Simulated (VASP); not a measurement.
# Te (P3_121) in VASP: notebook

Te is run at these levels: PBEsol; tasks: single point, relaxation of cell and atoms.

All numbers are computed with VASP 6.6.1; they aren't measurements. Logs are shortened: lines on timing, memory, paths and dates and some standing lists are left out, and cuts for length are marked.

### 1 The cell of the first run

Symmetry: P3_121, No. 152, trigonal system. The conventional cell has a = 4.319 Å, b = 4.319 Å, c = 5.952 Å, α = 90.00°, β = 90.00°, γ = 120.00°. Te (site symmetry 2) has 6 Te at 2.91 to 3.35 Å within 3.8 Å.

### 2 Single point, PBEsol

INCAR reads:

```
SYSTEM = Te
ALGO = Normal ; EDIFF = 1E-7
ENCUT = 520 ; GGA = PS
ISIF = 2 ; ISMEAR = 0
LASPH = .TRUE. ; LCHARG = .FALSE.
LREAL = .FALSE. ; LWAVE = .FALSE.
NBANDS = 16 ; NELM = 100
PREC = Accurate ; SIGMA = 0.1
```

KPOINTS reads:

```
k-points
0
G
  12 12 8
  0 0 0
```

POSCAR reads:

```
Te
1.0
    4.3189731698      0.0000000000      0.0000000000
   -2.1594865849      3.7403404833      0.0000000000
    0.0000000000      0.0000000000      5.9517675410
Te
3
Direct
    0.7159739510      0.0000000000      0.3333333333
    0.0000000000      0.7159739510      0.6666666667
    0.2840260490      0.2840260490      0.0000000000
```

Potentials or basis: VASP PAW PBE potentials, release 64 (Te).

On the command line:

```
$ cat potpaw_PBE.64/Te/POTCAR > POTCAR
$ mpirun -np 1 vasp_std > vasp.out
```

OUTCAR:

```text
SYSTEM = Te
   EDIFF = 1E-7
   ENCUT = 520
   GGA = PS
   ISIF = 2
   ISMEAR = 0
   LASPH = .TRUE.
   LREAL = .FALSE.
   NELM = 100
   PREC = Accurate

 ion  position               nearest neighbor table
   1  0.716  0.000  0.333-   3 2.91   2 2.91   3 3.35   3 3.35   2 3.35   2 3.35
   2  0.000  0.716  0.667-   3 2.91   1 2.91   3 3.35   3 3.35   1 3.35   1 3.35
   3  0.284  0.284  0.000-   2 2.91   1 2.91   1 3.35   2 3.35   2 3.35   1 3.35

  LATTYP: Found a hexagonal cell.
 ALAT       =     4.3189731698
 C/A-ratio  =     1.3780515199

  Lattice vectors:

 A1 = (   4.3189731698,   0.0000000000,   0.0000000000)
 A2 = (  -2.1594865849,   3.7403404833,   0.0000000000)
 A3 = (   0.0000000000,   0.0000000000,   5.9517675410)

Analysis of symmetry for initial positions (statically):
=====================================================================
 Subroutine PRICEL returns:
 Original cell was already a primitive cell.

 Routine SETGRP: Setting up the symmetry group for a
 hexagonal supercell.

 Subroutine GETGRP returns: Found  6 space group operations
 (whereof  2 operations were pure point group operations)
 out of a pool of 24 trial point group operations.

The static configuration has the point symmetry C_2 .
 The point group associated with its full space group is D_3 .

Analysis of symmetry for dynamics (positions and initial velocities):
=====================================================================
 Subroutine PRICEL returns:
 Original cell was already a primitive cell.

 Routine SETGRP: Setting up the symmetry group for a
 hexagonal supercell.

 Subroutine GETGRP returns: Found  6 space group operations
 (whereof  2 operations were pure point group operations)
 out of a pool of 24 trial point group operations.

The dynamic configuration has the point symmetry C_2 .
 The point group associated with its full space group is D_3 .

 Subroutine INISYM returns: Found  6 space group operations
 (whereof  2 operations are pure point group operations),
 and found     1 'primitive' translations

----------------------------------------------------------------------------------------

                                     Primitive cell

  volume of cell :      96.1474

  direct lattice vectors                    reciprocal lattice vectors
     4.318973170  0.000000000  0.000000000     0.231536516  0.133677670  0.000000000
    -2.159486585  3.740340483  0.000000000     0.000000000  0.267355340  0.000000000
     0.000000000  0.000000000  5.951767541     0.000000000  0.000000000  0.168017315

  length of vectors
     4.318973170  4.318973170  5.951767541     0.267355340  0.267355340  0.168017315

  position of ions in fractional coordinates (direct lattice)
     0.715973951  0.000000000  0.333333333
     1.000000000  0.715973951  0.666666667
     0.284026049  0.284026049  0.000000000

  ion indices of the primitive-cell ions
   primitive index   ion index
                 1           1
                 2           2
                 3           3

----------------------------------------------------------------------------------------

 KPOINTS: k-points

Automatic generation of k-mesh.
 Grid dimensions read from file:
 generate k-points for:   12   12    8

 Generating k-lattice:

  Cartesian coordinates                     Fractional coordinates (reciprocal lattice)
     0.019294710  0.011139806  0.000000000     0.083333333  0.000000000  0.000000000
     0.000000000  0.022279612  0.000000000     0.000000000  0.083333333  0.000000000
     0.000000000  0.000000000  0.021002164     0.000000000  0.000000000  0.125000000

  Length of vectors
     0.022279612  0.022279612  0.021002164

  Shift w.r.t. Gamma in fractional coordinates (k-lattice)
     0.000000000  0.000000000  0.000000000

 Subroutine IBZKPT returns following result:
 ===========================================

 Found    131 irreducible k-points:

 Following reciprocal coordinates:
            Coordinates               Weight
  0.000000  0.000000  0.000000      1.000000
  0.083333 -0.000000  0.000000      6.000000
  0.166667 -0.000000  0.000000      6.000000
  0.250000 -0.000000  0.000000      6.000000
  0.333333 -0.000000  0.000000      6.000000
  0.416667 -0.000000  0.000000      6.000000
[... 16 lines left out ...]
  0.166667 -0.000000  0.125000      6.000000
  0.000000  0.166667  0.125000      6.000000
 [... further k-points ...]
   k-points           NKPTS =    131   k-points in BZ     NKDIM =    131   number of bands    NBANDS=     16
   number of dos      NEDOS =    301   number of ions     NIONS =      3
   total plane-waves  NPLWV =  49152
   dimension x,y,z NGX =    32 NGY =   32 NGZ =   48
   dimension x,y,z NGXF=    64 NGYF=   64 NGZF=   96
   ions per type =               3
   NGX,Y,Z   is equivalent  to a cutoff of  12.32, 12.32, 13.41 a.u.
   NGXF,Y,Z  is equivalent  to a cutoff of  24.63, 24.63, 26.81 a.u.
 SYSTEM =  Te
   PREC   = accura    normal or accurate (medium, high low for compatibility)
   ISTART =      0    job   : 0-new  1-cont  2-samecut
   ICHARG =      2    charge: 1-file 2-atom 10-const
   ISPIN  =      1    spin polarized calculation?
   LNONCOLLINEAR =      F non collinear calculations
   LSORBIT =      F    spin-orbit coupling
   LASPH  =      T    aspherical Exc in radial PAW
   ENCUT  =  520.0 eV  38.22 Ry    6.18 a.u.   8.03  8.03 11.07*2*pi/ulx,y,z
   NELM   =    100;   NELMIN=  2; NELMDL= -5     # of ELM steps
   EDIFF  = 0.1E-06   stopping-criterion for ELM
   LREAL  =      F    real-space projection
   EDIFFG = 0.1E-05   stopping-criterion for IOM
   NSW    =      0    number of steps for IOM
   IBRION =     -1    ionic relax: 0-MD 1-quasi-New 2-CG
   NFREE  =      0    steps in history (QN), initial steepest desc. (CG)
   ISIF   =      2    stress and relaxation
   ISYM   =      2    0-nonsym 1-usesym 2-fastsym
   POTIM  = 0.5000    time-step for ionic-motion
   TEBEG  =    0.0;   TEEND  =   0.0 temperature during run
   PSTRESS=    0.0 pullay stress
   NELECT =      18.0000    total number of electrons
   NUPDOWN=      -1.0000    fix difference up-down
   EMIN   =  10.00;   EMAX   =-10.00  energy-range for DOS
   EFERMI =   0.00;   METHOD = LEGACY
   ISMEAR =     0;   SIGMA  =   0.10  broadening in eV -4-tet -1-fermi 0-gaus
   EFERMI_NEDOS =   21; number of points for ismear=-14 and -15
   IALGO  =     38    algorithm
   IMIX   =      4    mixing-type and parameters
     AMIX     =   0.40;   BMIX     =  1.00
     AMIX_MAG =   1.60;   BMIX_MAG =  1.00
  volume/ion in A,a.u.               =      32.05       216.28
  Fermi-wavevector in a.u.,A,eV,Ry     =   0.936526  1.769777 11.933409  0.877081
  Thomas-Fermi vector in A             =   2.063544
   LORBIT       =      0    0 simple, 1 ext, 2 COOP (PROOUT), +10 PAW based schemes
   GGA     = PS    functional components
   LHFCALC =     F    Hartree Fock is set to
   AEXX    =    0.0000 exact exchange contribution
   IVDW    =     0    specifies the selected vdW correction
   LEPSILON=     F    determine dielectric tensor
   LRPA    =     F    only Hartree local field effects (RPA)
 non-spin polarized calculation
 Gauss-broadening in eV      SIGMA  =   0.10
  energy-cutoff  :      520.00
  volume of cell :       96.15
 maximum number of plane-waves:      2613
   NGX = 17   NGY = 17   NGZ = 23

 number of electron      17.9999998 magnetization

 Free energy of the ion-electron system (eV)
  ---------------------------------------------------
  ext. energy  EPLUGINS =         0.00000000
  ---------------------------------------------------
  free energy    TOTEN  =       -10.58143744 eV

  energy without entropy =      -10.58116393  energy(sigma->0) =      -10.58130069

 E-fermi :   6.6076     XC(G=0):  -9.5005

 val. band max:        6.5779155718   @ k =   0.3333   0.3333   0.5000
 cond. band min:       6.8142051975   @ k =   0.0000   0.0000   0.5000
 fundamental gap:      0.2362896257
 Fermi energy:         6.6075861278

 k-point     1 :       0.0000    0.0000    0.0000
  band No.  band energies     occupation
      1      -7.3608      2.00000
      2      -3.9643      2.00000
      3      -3.9643      2.00000
      4       3.6051      2.00000
      5       3.9579      2.00000
      6       3.9579      2.00000
[... 8 lines left out ...]
     15      12.6552      0.00000
     16      12.6552      0.00000

 k-point     2 :       0.0833   -0.0000    0.0000
  band No.  band energies     occupation
      1      -7.3049      2.00000
      2      -3.9687      2.00000
      3      -3.9458      2.00000
      4       3.0690      2.00000
      5       3.5596      2.00000
      6       3.7371      2.00000
[... 8 lines left out ...]
     15      12.5625      0.00000
     16      12.7506      0.00000

 k-point     3 :       0.1667   -0.0000    0.0000
  band No.  band energies     occupation
      1      -7.1400      2.00000
      2      -4.0034      2.00000
      3      -3.8914      2.00000
      4       2.2585      2.00000
      5       3.0044      2.00000
      6       3.3768      2.00000
[... 8 lines left out ...]
     15      12.5936      0.00000
     16      13.1472      0.00000

 k-point     4 :       0.2500   -0.0000    0.0000
  band No.  band energies     occupation
      1      -6.8757      2.00000
      2      -4.1199      2.00000
      3      -3.8093      2.00000
      4       1.6672      2.00000
      5       2.4885      2.00000
      6       3.0285      2.00000
[... 8 lines left out ...]
     15      12.9506      0.00000
     16      13.8036      0.00000
[... 324 lines left out ...]
 k-point    22 :       0.0000    0.0833    0.1250
  band No.  band energies     occupation
      1      -7.2482      2.00000
      2      -4.6714      2.00000
      3      -3.2263      2.00000
      4       2.9864      2.00000
      5       3.6318      2.00000
      6       3.8951      2.00000
[... 8 lines left out ...]
     15      12.1924      0.00000
     16      12.6999      0.00000

 k-point    23 :       0.1667   -0.0000    0.1250
  band No.  band energies     occupation
      1      -7.0829      2.00000
      2      -4.6347      2.00000
      3      -3.2468      2.00000
      4       2.3147      2.00000
      5       2.7073      2.00000
      6       3.3987      2.00000
[... 8 lines left out ...]
     15      12.7180      0.00000
     16      13.2333      0.00000

 k-point    24 :       0.0000    0.1667    0.1250
  band No.  band energies     occupation
      1      -7.0857      2.00000
      2      -4.5897      2.00000
      3      -3.3258      2.00000
      4       2.3314      2.00000
      5       3.2814      2.00000
      6       3.4613      2.00000
[... 8 lines left out ...]
     15      12.2982      0.00000
     16      12.6797      0.00000

 [... further k-points ...]
[... 5 lines left out ...]
  --------------------------------------------------------------------------------------
  -------------------------------------------------------------------------------------
  Total        0.0210241      0.0210241      0.0781060     -0.0000000     -0.0000000     -0.0000000
  in kB        0.3503401      0.3503401      1.3015401     -0.0000000     -0.0000000     -0.0000000
  external PRESSURE =       0.6674068 kB  Pullay stress =       0.0000000 kB

 VOLUME and BASIS-vectors are now :
 -----------------------------------------------------------------------------
  energy-cutoff  :      520.00
  volume of cell :       96.15
      direct lattice vectors                 reciprocal lattice vectors
     4.318973170  0.000000000  0.000000000     0.231536516  0.133677670  0.000000000
    -2.159486585  3.740340483  0.000000000     0.000000000  0.267355340  0.000000000
     0.000000000  0.000000000  5.951767541     0.000000000  0.000000000  0.168017315

 POSITION                                       TOTAL-FORCE (eV/Angst)
 -----------------------------------------------------------------------------------
      3.09227      0.00000      1.98392        -0.017289      0.000000      0.000000
     -1.54614      2.67799      3.96785         0.008644     -0.014973     -0.000000
      0.61335      1.06235      0.00000         0.008644      0.014973     -0.000000
 -----------------------------------------------------------------------------------
    total drift:                               -0.000000      0.000000      0.000000

  FREE ENERGIE OF THE ION-ELECTRON SYSTEM (eV)
  ---------------------------------------------------
  free  energy   TOTEN  =       -10.5814374424 eV

  energy  without entropy=      -10.5811639305  energy(sigma->0) =      -10.58130069
```

It took 3.2 min on 1 thread of Oxide Virtual Turin-like, shared host; peak memory 0.28 GiB.

What came out:

```yaml
Free_energy: -10.5814 eV
Pressure: 0.1 GPa
Largest_force: 0.017 eV/Å
Band_gap_on_the_k_mesh: zero (filled and empty bands touch)
```

Forces on the atoms (eV/Å):
```
Te  -0.017  0.000  0.000
Te   0.009 -0.015  0.000
Te   0.009  0.015  0.000
```

Levels at points of the mesh, in eV from the Fermi level:
| k point | band 6 | band 7 | band 8 | band 9 | band 10 | band 11 | band 12 | band 13 |
| --- | --- | --- | --- | --- | --- | --- | --- | --- |
| (0.00, 0.00, 0.00) | -2.65 | -1.83 | -1.83 | -1.18 | 0.95 | 0.95 | 1.63 | 4.75 |
| (0.50, 0.00, 0.00) | -4.06 | -3.94 | -0.90 | -0.77 | 0.52 | 0.53 | 2.36 | 3.75 |
| (0.00, 0.00, 0.50) | -2.71 | -1.32 | -0.91 | -0.91 | 0.21 | 0.26 | 0.26 | 3.59 |
| (0.50, 0.00, 0.50) | -3.72 | -2.82 | -2.55 | -0.36 | 0.33 | 1.98 | 2.61 | 4.16 |

Caveat: the PAW data sets were made with another functional, which shifts forces and pressure a little; spin-orbit coupling is left out, which moves the levels of the heavy elements.

### 3 Relaxation of cell and atoms, PBEsol

INCAR reads:

```
ALGO     = Normal         # electronic algorithm
EDIFF    = 1E-6           # SCF threshold, eV
EDIFFG   = -0.005         # ionic threshold
ENCUT    = 600            # plane-wave cutoff, eV
GGA      = PS             # functional
IBRION   = 2              # ionic algorithm
ISIF     = 3              # what is computed and relaxed
ISMEAR   = 0              # smearing method
LASPH    = T              # aspherical terms in the spheres
LCHARG   = F              # write CHGCAR
LREAL    = F              # projectors in reciprocal space
LWAVE    = F              # write WAVECAR
NELM     = 60             # most SCF steps
NSW      = 100            # ionic steps
PREC     = Accurate       # precision mode
SIGMA    = 0.1            # smearing width, eV
```

KPOINTS reads:

```
k-points
0
Gamma
  12 12 8
```

POSCAR is that of step 2.

Potentials or basis: VASP PAW PBE potentials, release 64 (Te).

On the command line:

```
$ cat potpaw_PBE.64/Te/POTCAR > POTCAR
$ mpirun -np 1 vasp_std > vasp.out
```

Run time: 14 min. Hardware: 1 thread of Oxide Virtual Turin-like, shared host; peak memory 0.34 GiB.

The run converged. Its results:

| Quantity | Value |
| --- | --- |
| Free energy | -10.5816 eV |
| Relaxed volume | 32.02 Å³/atom |
| Relaxed cell | a = 4.313 Å, b = 4.313 Å, c = 5.964 Å, α = 90.00°, β = 90.00°, γ = 120.00° |
| Space group after relaxing (to 0.1 Å) | P3_121 (No. 152) |
| Energy gained by relaxing | 0.0 meV/atom |
| Ionic steps | 8 |
| Pressure after relaxing | 0.0 GPa |
| Band gap on the k mesh | zero (filled and empty bands touch) |

Forces in eV/Å, atoms in the order of the input:
```
Te  -0.003  0.000  0.000
Te   0.001 -0.002  0.000
Te   0.001  0.002  0.000
```

Step by step:
| step | energy change (eV) | largest force (eV/Å) | pressure (GPa) | volume (Å³) |
| --- | --- | --- | --- | --- |
| 1 | 0.0000 | 0.0172 | 0.07 | 96.15 |
| 2 | 0.0000 | 0.0055 | -0.07 | 96.33 |
| 3 | -0.0001 | 0.0088 | -0.03 | 96.28 |
| 4 | -0.0001 | 0.0075 | -0.04 | 96.24 |
| 5 | -0.0001 | 0.0038 | -0.03 | 96.10 |
| 6 | 0.0000 | 0.0037 | 0.02 | 95.84 |
| 7 | -0.0001 | 0.0017 | 0.03 | 96.03 |
| 8 | -0.0001 | 0.0028 | 0.00 | 96.07 |

Final structure:
```yaml
crystal:
  lattice:
    - [4.31298, 0.00000, 0.00000]
    - [-2.15649, 3.73515, 0.00000]
    - [0.00000, 0.00000, 5.96360]
  atoms:
    - { symbol: Te, position: [0.71518, 0.00000, 0.33333] }
    - { symbol: Te, position: [0.00000, 0.71518, 0.66667] }
    - { symbol: Te, position: [0.28482, 0.28482, 0.00000] }
```

Levels at points of the mesh, in eV from the Fermi level:
| k point | band 5 | band 6 | band 7 | band 8 | band 9 | band 10 | band 11 | band 12 | band 13 |
| --- | --- | --- | --- | --- | --- | --- | --- | --- | --- |
| (0.00, 0.00, 0.00) | -2.63 | -2.63 | -1.82 | -1.82 | -1.17 | 0.96 | 0.96 | 1.65 | 4.76 |
| (0.50, 0.00, 0.00) | -4.70 | -4.07 | -3.93 | -0.87 | -0.75 | 0.51 | 0.53 | 2.36 | 3.74 |
| (0.00, 0.00, 0.50) | -2.69 | -2.69 | -1.30 | -0.88 | -0.88 | 0.21 | 0.27 | 0.27 | 3.59 |
| (0.50, 0.00, 0.50) | -3.73 | -3.70 | -2.81 | -2.55 | -0.36 | 0.31 | 1.98 | 2.62 | 4.16 |

Caveat: the PAW data sets were made with another functional, which shifts forces and pressure a little; spin-orbit coupling is left out, which moves the levels of the heavy elements.
